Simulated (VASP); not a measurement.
# TePb (zincblende type) (F-43m) in VASP: notebook

TePb (zincblende type) is run at these levels: PBE; tasks: single point.

Everything below comes from runs of VASP 6.6.1. Logs are shortened: lines on timing, memory, paths and dates and some standing lists are left out, and cuts for length are marked.

### 1 The cell of the first run

It takes space group F-43m (No. 216, cubic). The conventional cell has a = 5.954 Å, b = 5.954 Å, c = 5.954 Å, α = 90.00°, β = 90.00°, γ = 90.00°. Pb (site symmetry -43m) has 4 Te at 2.58 Å within 3.4 Å. Te (site symmetry -43m) has 4 Pb at 2.58 Å within 3.4 Å.

### 2 Single point, PBE

Input file INCAR:

```
ALGO     = Normal         # electronic algorithm
EDIFF    = 1E-6           # SCF threshold, eV
ENCUT    = 520            # plane-wave cutoff, eV
GGA      = PE             # functional
ISIF     = 2              # what is computed and relaxed
ISMEAR   = -1             # smearing method
LASPH    = True           # aspherical terms in the spheres
LCHARG   = False          # write CHGCAR
LREAL    = False          # projectors in reciprocal space
LWAVE    = False          # write WAVECAR
NBANDS   = 17             # bands
NELM     = 80             # most SCF steps
PREC     = Accurate       # precision mode
SIGMA    = 0.08           # smearing width, eV
```

Input file KPOINTS:

```
k-points
0
Gamma
  13 13 13
```

Input file POSCAR:

```
TePb
1.0
    0.0000000000      2.9771825031      2.9771825031
    2.9771825031      0.0000000000      2.9771825031
    2.9771825031      2.9771825031      0.0000000000
Pb Te
1 1
Direct
    0.0000000000      0.0000000000      0.0000000000
    0.2500000000      0.2500000000      0.2500000000
```

Potentials or basis: VASP PAW PBE potentials, release 64 (Pb_d, Te).

The run is started by

```sh
$ cat potpaw_PBE.64/Pb_d/POTCAR potpaw_PBE.64/Te/POTCAR > POTCAR
$ mpirun -np 1 vasp_std > vasp.out
```

OUTCAR:

```text
EDIFF = 1E-6
   ENCUT = 520
   GGA = PE
   ISIF = 2
   ISMEAR = -1
   LASPH = True
   LREAL = False
   NELM = 80
   PREC = Accurate

 ion  position               nearest neighbor table
   1  0.000  0.000  0.000-   2 2.58   2 2.58   2 2.58   2 2.58
   2  0.250  0.250  0.250-   1 2.58   1 2.58   1 2.58   1 2.58

  LATTYP: Found a face centered cubic cell.
 ALAT       =     5.9543650062

  Lattice vectors:

 A1 = (   0.0000000000,   2.9771825031,   2.9771825031)
 A2 = (   2.9771825031,   0.0000000000,   2.9771825031)
 A3 = (   2.9771825031,   2.9771825031,   0.0000000000)

Analysis of symmetry for initial positions (statically):
=====================================================================
 Subroutine PRICEL returns:
 Original cell was already a primitive cell.

 Routine SETGRP: Setting up the symmetry group for a
 face centered cubic supercell.

 Subroutine GETGRP returns: Found 24 space group operations
 (whereof 24 operations were pure point group operations)
 out of a pool of 48 trial point group operations.

The static configuration has the point symmetry T_d .

Analysis of symmetry for dynamics (positions and initial velocities):
=====================================================================
 Subroutine PRICEL returns:
 Original cell was already a primitive cell.

 Routine SETGRP: Setting up the symmetry group for a
 face centered cubic supercell.

 Subroutine GETGRP returns: Found 24 space group operations
 (whereof 24 operations were pure point group operations)
 out of a pool of 48 trial point group operations.

The dynamic configuration has the point symmetry T_d .

 Subroutine INISYM returns: Found 24 space group operations
 (whereof 24 operations are pure point group operations),
 and found     1 'primitive' translations

----------------------------------------------------------------------------------------

                                     Primitive cell

  volume of cell :      52.7772

  direct lattice vectors                    reciprocal lattice vectors
     0.000000000  2.977182503  2.977182503    -0.167944021  0.167944021  0.167944021
     2.977182503  0.000000000  2.977182503     0.167944021 -0.167944021  0.167944021
     2.977182503  2.977182503  0.000000000     0.167944021  0.167944021 -0.167944021

  length of vectors
     4.210371874  4.210371874  4.210371874     0.290887577  0.290887577  0.290887577

  position of ions in fractional coordinates (direct lattice)
     0.000000000  0.000000000  0.000000000
     0.250000000  0.250000000  0.250000000

  ion indices of the primitive-cell ions
   primitive index   ion index
                 1           1
                 2           2

----------------------------------------------------------------------------------------

 KPOINTS: k-points

Automatic generation of k-mesh.
 Grid dimensions read from file:
 generate k-points for:   13   13   13

 Generating k-lattice:

  Cartesian coordinates                     Fractional coordinates (reciprocal lattice)
    -0.012918771  0.012918771  0.012918771     0.076923077  0.000000000  0.000000000
     0.012918771 -0.012918771  0.012918771     0.000000000  0.076923077  0.000000000
     0.012918771  0.012918771 -0.012918771     0.000000000  0.000000000  0.076923077

  Length of vectors
     0.022375967  0.022375967  0.022375967

  Shift w.r.t. Gamma in fractional coordinates (k-lattice)
     0.000000000  0.000000000  0.000000000

 Subroutine IBZKPT returns following result:
 ===========================================

 Found     84 irreducible k-points:

 Following reciprocal coordinates:
            Coordinates               Weight
  0.000000  0.000000  0.000000      1.000000
  0.076923  0.000000  0.000000      8.000000
  0.153846  0.000000  0.000000      8.000000
  0.230769  0.000000  0.000000      8.000000
  0.307692  0.000000  0.000000      8.000000
  0.384615  0.000000  0.000000      8.000000
[... 16 lines left out ...]
  0.384615  0.153846  0.000000     24.000000
  0.461538  0.153846  0.000000     24.000000
 [... further k-points ...]
   k-points           NKPTS =     84   k-points in BZ     NKDIM =     84   number of bands    NBANDS=     17
   number of dos      NEDOS =    301   number of ions     NIONS =      2
   total plane-waves  NPLWV =  32768
   dimension x,y,z NGX =    32 NGY =   32 NGZ =   32
   dimension x,y,z NGXF=    64 NGYF=   64 NGZF=   64
   ions per type =               1   1
   NGX,Y,Z   is equivalent  to a cutoff of  12.64, 12.64, 12.64 a.u.
   NGXF,Y,Z  is equivalent  to a cutoff of  25.27, 25.27, 25.27 a.u.
 SYSTEM =  unknown system
   PREC   = accura    normal or accurate (medium, high low for compatibility)
   ISTART =      0    job   : 0-new  1-cont  2-samecut
   ICHARG =      2    charge: 1-file 2-atom 10-const
   ISPIN  =      1    spin polarized calculation?
   LNONCOLLINEAR =      F non collinear calculations
   LSORBIT =      F    spin-orbit coupling
   LASPH  =      T    aspherical Exc in radial PAW
   ENCUT  =  520.0 eV  38.22 Ry    6.18 a.u.   7.83  7.83  7.83*2*pi/ulx,y,z
   NELM   =     80;   NELMIN=  2; NELMDL= -5     # of ELM steps
   EDIFF  = 0.1E-05   stopping-criterion for ELM
   LREAL  =      F    real-space projection
   EDIFFG = 0.1E-04   stopping-criterion for IOM
   NSW    =      0    number of steps for IOM
   IBRION =     -1    ionic relax: 0-MD 1-quasi-New 2-CG
   NFREE  =      0    steps in history (QN), initial steepest desc. (CG)
   ISIF   =      2    stress and relaxation
   ISYM   =      2    0-nonsym 1-usesym 2-fastsym
   POTIM  = 0.5000    time-step for ionic-motion
   TEBEG  =    0.0;   TEEND  =   0.0 temperature during run
   PSTRESS=    0.0 pullay stress
   NELECT =      20.0000    total number of electrons
   NUPDOWN=      -1.0000    fix difference up-down
   EMIN   =  10.00;   EMAX   =-10.00  energy-range for DOS
   EFERMI =   0.00;   METHOD = LEGACY
   ISMEAR =    -1;   SIGMA  =   0.08  broadening in eV -4-tet -1-fermi 0-gaus
   EFERMI_NEDOS =   21; number of points for ismear=-14 and -15
   IALGO  =     38    algorithm
   IMIX   =      4    mixing-type and parameters
     AMIX     =   0.40;   BMIX     =  1.00
     AMIX_MAG =   1.60;   BMIX_MAG =  1.00
  volume/ion in A,a.u.               =      26.39       178.08
  Fermi-wavevector in a.u.,A,eV,Ry     =   1.184684  2.238729 19.095469  1.403477
  Thomas-Fermi vector in A             =   2.320894
   LORBIT       =      0    0 simple, 1 ext, 2 COOP (PROOUT), +10 PAW based schemes
   GGA     = PE    functional components
   LHFCALC =     F    Hartree Fock is set to
   AEXX    =    0.0000 exact exchange contribution
   IVDW    =     0    specifies the selected vdW correction
   LEPSILON=     F    determine dielectric tensor
   LRPA    =     F    only Hartree local field effects (RPA)
 non-spin polarized calculation
  energy-cutoff  :      520.00
  volume of cell :       52.78
 maximum number of plane-waves:      1435
   NGX = 15   NGY = 15   NGZ = 15

 number of electron      19.9999999 magnetization

 Free energy of the ion-electron system (eV)
  ---------------------------------------------------
  ext. energy  EPLUGINS =         0.00000000
  ---------------------------------------------------
  free energy    TOTEN  =        -2.60834083 eV

  energy without entropy =       -2.58841578  energy(sigma->0) =       -2.59837831

 E-fermi :   9.8868     XC(G=0): -10.2534

 val. band max:        9.8326888225   @ k =  -0.3846   0.3077   0.1538
 cond. band min:       9.9224058910   @ k =  -0.4615   0.3846   0.0000
 fundamental gap:      0.0897170686
 Fermi energy:         9.8867747580

 k-point     1 :       0.0000    0.0000    0.0000
  band No.  band energies     occupation
      1      -8.6126      2.00000
      2      -8.6126      2.00000
      3      -8.6126      2.00000
      4      -8.3571      2.00000
      5      -8.3571      2.00000
      6      -6.4206      2.00000
[... 9 lines left out ...]
     16      17.2387      0.00000
     17      17.2514      0.00000

 k-point     2 :       0.0769    0.0000    0.0000
  band No.  band energies     occupation
      1      -8.6273      2.00000
      2      -8.6089      2.00000
      3      -8.6089      2.00000
      4      -8.3575      2.00000
      5      -8.3575      2.00000
      6      -6.3365      2.00000
[... 9 lines left out ...]
     16      16.4650      0.00000
     17      16.9633      0.00000

 k-point     3 :       0.1538    0.0000    0.0000
  band No.  band energies     occupation
      1      -8.6656      2.00000
      2      -8.5988      2.00000
      3      -8.5988      2.00000
      4      -8.3583      2.00000
      5      -8.3583      2.00000
      6      -6.0922      2.00000
[... 9 lines left out ...]
     16      15.9597      0.00000
     17      16.7196      0.00000

 k-point     4 :       0.2308    0.0000    0.0000
  band No.  band energies     occupation
      1      -8.7142      2.00000
      2      -8.5854      2.00000
      3      -8.5854      2.00000
      4      -8.3585      2.00000
      5      -8.3585      2.00000
      6      -5.7083      2.00000
[... 9 lines left out ...]
     16      15.8227      0.00000
     17      17.5775      0.00000
[... 343 lines left out ...]
      1      -8.7689      2.00000
      2      -8.5628      2.00000
      3      -8.5574      2.00000
      4      -8.3765      2.00000
      5      -8.3482      2.00000
      6      -5.2877      2.00000
[... 9 lines left out ...]
     16      17.1782      0.00000
     17      18.5895      0.00000

 k-point    23 :       0.3846    0.1538    0.0000
  band No.  band energies     occupation
      1      -8.8015      2.00000
      2      -8.5543      2.00000
      3      -8.5464      2.00000
      4      -8.3755      2.00000
      5      -8.3477      2.00000
      6      -4.7866      2.00000
[... 9 lines left out ...]
     16      17.5809      0.00000
     17      19.5417      0.00000

 k-point    24 :       0.4615    0.1538    0.0000
  band No.  band energies     occupation
      1      -8.8236      2.00000
      2      -8.5486      2.00000
      3      -8.5404      2.00000
      4      -8.3711      2.00000
      5      -8.3491      2.00000
      6      -4.2896      2.00000
[... 9 lines left out ...]
     16      17.9619      0.00000
     17      19.1586      0.00000

 [... further k-points ...]

------------------------ aborting loop because EDIFF is reached ----------------------------------------

  FORCE on cell =-STRESS in cart. coord.  units (eV):
  Direction    XX          YY          ZZ          XY          YZ          ZX
  --------------------------------------------------------------------------------------
  -------------------------------------------------------------------------------------
  Total       17.7465162     17.7465162     17.7465162      0.0000000      0.0000000     -0.0000000
  in kB      538.7376426    538.7376426    538.7376426      0.0000000      0.0000000     -0.0000000
  external PRESSURE =     538.7376426 kB  Pullay stress =       0.0000000 kB

 VOLUME and BASIS-vectors are now :
 -----------------------------------------------------------------------------
  energy-cutoff  :      520.00
  volume of cell :       52.78
      direct lattice vectors                 reciprocal lattice vectors
     0.000000000  2.977182503  2.977182503    -0.167944021  0.167944021  0.167944021
     2.977182503  0.000000000  2.977182503     0.167944021 -0.167944021  0.167944021
     2.977182503  2.977182503  0.000000000     0.167944021  0.167944021 -0.167944021

 POSITION                                       TOTAL-FORCE (eV/Angst)
 -----------------------------------------------------------------------------------
      0.00000      0.00000      0.00000         0.000000     -0.000000     -0.000000
      1.48859      1.48859      1.48859        -0.000000      0.000000      0.000000
 -----------------------------------------------------------------------------------
    total drift:                                0.000000      0.000000      0.000000

  FREE ENERGIE OF THE ION-ELECTRON SYSTEM (eV)
  ---------------------------------------------------
  free  energy   TOTEN  =        -2.6083408308 eV

  energy  without entropy=       -2.5884157847  energy(sigma->0) =       -2.59837831
```

It took 20 s on 1 thread of Intel Xeon 6975P-C (Granite Rapids), shared host; peak memory 0.22 GiB.

Results:

```yaml
Free_energy: -2.6083 eV
Pressure: 53.9 GPa
Band_gap_on_the_k_mesh: zero (bands 10 and 11 overlap by 1.66 eV)
```

Caveat: the cell stands under pressure; spin-orbit coupling is left out, which moves the levels of the heavy elements.

### 3 Single point, PBE

Input file INCAR:

```
SYSTEM = TePb
PREC = Accurate ; ENCUT = 520
EDIFF = 1E-6 ; ISMEAR = -1
SIGMA = 0.08 ; LREAL = .False.
LASPH = .True. ; NELM = 100
ALGO = Normal ; ISIF = 2
LWAVE = .False. ; LCHARG = .True.
GGA = PE ; LELF = .True.
LVHAR = .True. ; NBANDS = 17
```

Input file KPOINTS:

```
Automatic mesh
0
Gamma
  13 13 13
  0 0 0
```

POSCAR is that of step 2.

Potentials or basis: VASP PAW PBE potentials, release 64 (Pb_d, Te).

The run is started by

```sh
$ cat potpaw_PBE.64/Pb_d/POTCAR potpaw_PBE.64/Te/POTCAR > POTCAR
$ mpirun -np 1 vasp_std > vasp.out
```

Wall time 20 s (1 thread of Intel Xeon 6975P-C (Granite Rapids), shared host); peak memory 0.22 GiB.

It converged, with:

- Free energy: -2.6083 eV
- Pressure: 53.9 GPa
- Band gap on the k mesh: zero (bands 10 and 11 overlap by 1.66 eV)

Levels at points of the mesh, in eV from the Fermi level:
| k point | band 7 | band 8 | band 9 | band 10 | band 11 | band 12 | band 13 | band 14 |
| --- | --- | --- | --- | --- | --- | --- | --- | --- |
| (0.00, 0.00, 0.00) | -3.83 | -2.77 | -2.77 | -2.77 | 0.60 | 0.60 | 0.60 | 3.38 |

Caveat: the cell stands under pressure; spin-orbit coupling is left out, which moves the levels of the heavy elements.

The gap in the log of VASP goes by the Fermi energy; the results here count the filled bands.